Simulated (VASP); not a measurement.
Wanted: the native input for a VASP 6.6.1 run.

- Task: single point
- Functional: PBEsol
- Dispersion: D3(BJ)
- Potentials or basis: VASP PAW PBE potentials, release 64 (Al)
- Cutoff: 520 eV
- k mesh: 18 × 18 × 6
- Occupations: gaussian, width 0.15 eV
- Spin: no spin polarisation
- Dipole correction: no
- Further INCAR settings: ALGO = Normal; EDIFF = 1e-07; NBANDS = 14

The structure of Al lies in POSCAR:

```
Al
1.0
    2.6701000000      0.0000000000      0.0000000000
   -1.3350500000      2.3123744307      0.0000000000
    0.0000000000      0.0000000000      9.1920208392
Al
4
Direct
    0.0000000000      0.0000000000      0.0000000000
    0.3333333333      0.6666666667      0.2500000000
    0.0000000000      0.0000000000      0.5000000000
    0.6666666667      0.3333333333      0.7500000000
```

These files were run (other wordings do the same):

INCAR

```
PREC = Accurate ; ENCUT = 520
EDIFF = 1E-7 ; ISMEAR = 0
SIGMA = 0.15 ; LREAL = F
LASPH = T ; NELM = 80
ALGO = Normal ; ISIF = 2
LWAVE = F ; LCHARG = F
GGA = PS ; IVDW = 12
NBANDS = 14
```

KPOINTS

```
Automatic mesh
0
Gamma
  18 18 6
```

Potentials or basis: VASP PAW PBE potentials, release 64 (Al).

Launch:

```sh
$ cat potpaw_PBE.64/Al/POTCAR > POTCAR
$ mpirun -np 1 vasp_std > vasp.out
```

Results of the run:

* Pressure: 11.2 GPa
* Band gap on the k mesh: zero (band 6 reaches 13.05 eV, above the bottom of band 7 at 8.14 eV)
* Dispersion energy per atom: -0.370 eV

Caveat: the PAW data sets were made with another functional, which shifts forces and pressure a little; pairwise dispersion overbinds metals, which lowers pressure and volume.

Run time: 2.6 min on 1 thread of AMD EPYC 7R13 (shared host), peak memory 0.21 GiB.
